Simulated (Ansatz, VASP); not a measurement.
**CuI in VASP and in Ansatz**

```xyz
4
Lattice="4.1473 0.0000 0.0000 -2.0737 3.5917 0.0000 0.0000 0.0000 6.3364" Properties=species:S:1:pos:R:3 pbc="T T T"
Cu    0.0000    0.0000    0.0000
Cu    0.0000    0.0000    3.1682
I     0.0000    2.3945    1.5841
I     2.0737    1.1972    4.7523
```

Alike in both runs: task single point; functional PBE; k mesh 6 × 6 × 4; no spin polarisation.

|  | VASP | Ansatz |
| --- | --- | --- |
| version | VASP 6.6.1 | Ansatz 0.2.0 |
| potentials or method | VASP PAW PBE potentials, release 64 (Cu, I) | plane waves, PAW |
| plane-wave cutoff (eV) | 520 | 420 |
| occupations | gaussian, width 0.01 eV | fixed |
| valence electrons in the cell | 36 | 72 |

Ansatz gave:

| Property | Result |
| --- | --- |
| gap on the k mesh at the Fermi level (eV) | 0.48 |

Task: What did VASP give for the same quantities?

Result: gap on the k mesh at the Fermi level (eV): 0.49.

VASP's potentials hold 36 valence electrons a cell and Ansatz's 72, so a difference there can come from the potentials and not from the codes.

Neither program's run includes spin-orbit coupling.
